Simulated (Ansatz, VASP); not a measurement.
**Two plane-wave programs on Ti**

```
CELL_PARAMETERS angstrom
0.00000 1.94880 1.86760
1.94880 0.00000 1.86760
1.94880 1.94880 0.00000
ATOMIC_POSITIONS crystal
Ti 0.00000 0.00000 0.00000
```

Change from the starting cell: strain -0.040 along x and y, -0.080 along z, atoms carried along.

Alike in both runs: task single point; functional PBE; k mesh 20 × 20 × 20; occupations gaussian, width 0.15 eV; no spin polarisation.

|  | VASP | Ansatz |
| --- | --- | --- |
| version | VASP 6.6.1 | Ansatz 0.2.0 |
| potentials or method | VASP PAW PBE potentials, release 64 (Ti_sv), cutoff 520 eV | scalar-relativistic, plane waves, PAW |
| valence electrons in the cell | 12 | 12 |

Ansatz gave:

- gap on the k mesh at the Fermi level (eV): none
- pressure (GPa): 30.7
- traceless stress, the component that is largest in VASP (GPa): 0.90

**Question.** Estimate VASP's values.

**Answer.** gap on the k mesh at the Fermi level (eV): none; pressure (GPa): 30.0; traceless stress, the component that is largest in VASP (GPa): 0.92.

A gap of «none» marks a metal or a gap that the smearing closes. Both programs put the cell under a high pressure, so it lies far from rest at this level.
